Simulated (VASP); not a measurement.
A run of VASP 6.6.1:

The input INCAR:

```
PREC = Accurate
ENCUT = 520
EDIFF = 1E-6
ISMEAR = -1
SIGMA = 0.08
LREAL = F
LASPH = T
NELM = 60
ALGO = Normal
ISIF = 2
LWAVE = F
LCHARG = F
GGA = PE
NBANDS = 13
```

File KPOINTS:

```
Automatic mesh
0
Gamma
  14 14 14
```

File POSCAR:

```
S
1.0
    1.4657437805     -0.8462475662      3.1363347843
    0.0000000000      1.6924951324      3.1363347843
   -1.4657437805     -0.8462475662      3.1363347843
S
2
Direct
    0.2499999030      0.2499999030      0.2499999030
   -0.2499999030     -0.2499999030     -0.2499999030
```

Potentials or basis: VASP PAW PBE potentials, release 64 (S).

The run is started by

```sh
$ cat potpaw_PBE.64/S/POTCAR > POTCAR
$ mpirun -np 1 vasp_std > vasp.out
```

Hardware: 1 thread of Intel(R) Xeon(R) Platinum 8259CL CPU @ 2.50GHz (Skylake/Cascade Lake), with other jobs on the host.

Estimate the wall time of this run.

Wall time 68 s on 1 thread of Intel(R) Xeon(R) Platinum 8259CL CPU @ 2.50GHz (Skylake/Cascade Lake), with other jobs on the host, peak memory 0.19 GiB. Counts: scf iterations 11, k points 288.
